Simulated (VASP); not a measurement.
A run of VASP 6.6.1 is set up as follows.

Contents of INCAR:

```
PREC     = Accurate       # precision mode
ENCUT    = 520            # plane-wave cutoff, eV
EDIFF    = 1E-7           # SCF threshold, eV
ISMEAR   = 0              # smearing method
SIGMA    = 0.05           # smearing width, eV
LREAL    = F              # projectors in reciprocal space
LASPH    = T              # aspherical terms in the spheres
NELM     = 60             # most SCF steps
ALGO     = Normal         # electronic algorithm
ISIF     = 2              # what is computed and relaxed
LWAVE    = F              # write WAVECAR
LCHARG   = F              # write CHGCAR
GGA      = PS             # functional
NBANDS   = 16             # bands
```

File KPOINTS:

```
regular mesh
0
Gamma
  9 9 6
```

File POSCAR:

```
MgO
1.0
    3.5735373093      0.0000000000      0.0000000000
   -1.7867686547      3.0947740912      0.0000000000
    0.0000000000      0.0000000000      4.3869432810
Mg O
2 2
Direct
    0.6666666667      0.3333333333      0.7500000000
    0.3333333333      0.6666666667      0.2500000000
    0.6666666667      0.3333333333      0.2500000000
    0.3333333333      0.6666666667      0.7500000000
```

Potentials or basis: VASP PAW PBE potentials, release 64 (Mg, O).

Run with:

```console
$ cat potpaw_PBE.64/Mg/POTCAR potpaw_PBE.64/O/POTCAR > POTCAR
$ mpirun -np 1 vasp_std > vasp.out
```

**Question.** Estimate the band gap on the k mesh.

**Answer.** 2.80 eV, direct.

**Question.** What does it give for the pressure?

**Answer.** -10.2 GPa.

Stress tensor (GPa, compression positive):
```
 -9.26   0.00   0.00
  0.00  -9.26   0.00
  0.00   0.00 -12.04
```

Caveat: the cell differs from its parent crystal (strain +0.025 along x and y, +0.050 along z); the PAW data sets were made with another functional, which shifts forces and pressure a little.
